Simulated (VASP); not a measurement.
**SnSe: single point with PBE**

The system is SnSe.

```
Sn Se
1.0
     0.00000    3.12220    3.12220
     3.12220    0.00000    3.12220
     3.12220    3.12220    0.00000
Sn Se
1 1
Direct
  0.00000 0.00000 0.00000
  0.50000 0.50000 0.50000
```

This cell differs from its parent crystal: strain +4.0%.

```
Program                : VASP 6.6.1
Task                   : single point
Functional             : PBE
Potentials or basis    : VASP PAW PBE potentials, release 64 (Sn_d, Se)
Cutoff                 : 500 eV
k mesh                 : 8 × 8 × 8
Occupations            : fermi-dirac, width 0.02 eV
Spin                   : no spin polarisation
Dipole correction      : no
Further INCAR settings : ALGO = Normal; EDIFF = 1e-06; NBANDS = 17
```

```json
{
  "Pressure": "-3.7 GPa",
  "Band gap on the k mesh": "0.15 eV"
}
```

Levels at points of the mesh, in eV from the valence-band top:
| k point | band 8 | band 9 | band 10 | band 11 | band 12 | band 13 |
| --- | --- | --- | --- | --- | --- | --- |
| (0.00, 0.00, 0.00) | -1.95 | -1.95 | -1.95 | 3.84 | 3.84 | 3.84 |
| (0.50, 0.00, 0.00) | -1.73 | -1.73 | 0.00 | 0.15 | 1.23 | 1.23 |
| (0.50, 0.50, 0.00) | -4.81 | -3.21 | -3.21 | 3.32 | 4.69 | 4.69 |

Run time: 34 s on 1 thread of Intel Xeon 8259CL (shared host), peak memory 0.19 GiB.

Caveat: the cell differs from its parent crystal (strain +4.0%); the cell stands under tension; spin-orbit coupling is left out, which moves the levels of the heavy elements. A k mesh can miss the band edges.
